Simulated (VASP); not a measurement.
La2O3: single point with PBEsol+D3(BJ)

The system is La2O3.

```
CELL_PARAMETERS angstrom
6.20059 0.00000 0.00000
-3.10029 5.36987 0.00000
0.00000 0.00000 3.23642
ATOMIC_POSITIONS crystal
La 0.33333 0.66667 0.50000
La 0.66667 0.33333 0.50000
O 0.49989 0.49989 0.00000
O 0.00000 0.50011 0.00000
O 0.50011 0.00000 0.00000
```

* Program: VASP 6.6.1
* Task: single point
* Functional: PBEsol
* Dispersion: D3(BJ)
* Potentials or basis: VASP PAW PBE potentials, release 64 (La, O)
* Cutoff: 520 eV
* k mesh: 3 × 3 × 6
* Occupations: gaussian, width 0.01 eV
* Spin: no spin polarisation

| Quantity | Value |
| --- | --- |
| Pressure | 1.8 GPa |
| Band gap on the k mesh | 1.21 eV, indirect (least direct gap 1.86 eV) |
| Dispersion energy per atom | -0.208 eV |

Levels at points of the mesh, in eV from the valence-band top:
| k point | band 17 | band 18 | band 19 | band 20 | band 21 | band 22 | band 23 | band 24 |
| --- | --- | --- | --- | --- | --- | --- | --- | --- |
| (0.00, 0.00, 0.00) | -1.22 | -1.22 | -1.02 | -0.66 | 1.21 | 3.35 | 3.94 | 3.94 |
| (0.00, 0.00, 0.50) | -1.52 | -1.52 | -0.60 | 0.00 | 4.32 | 4.33 | 4.33 | 4.37 |

Wall time 44 s on 1 thread of Intel(R) Xeon(R) Platinum 8488C (Sapphire Rapids) (shared host), peak memory 0.24 GiB.

Caveat: the PAW data sets were made with another functional, which shifts forces and pressure a little; spin-orbit coupling is left out, which moves the levels of the heavy elements. As with any semilocal functional, this PBEsol gap is likely too small.
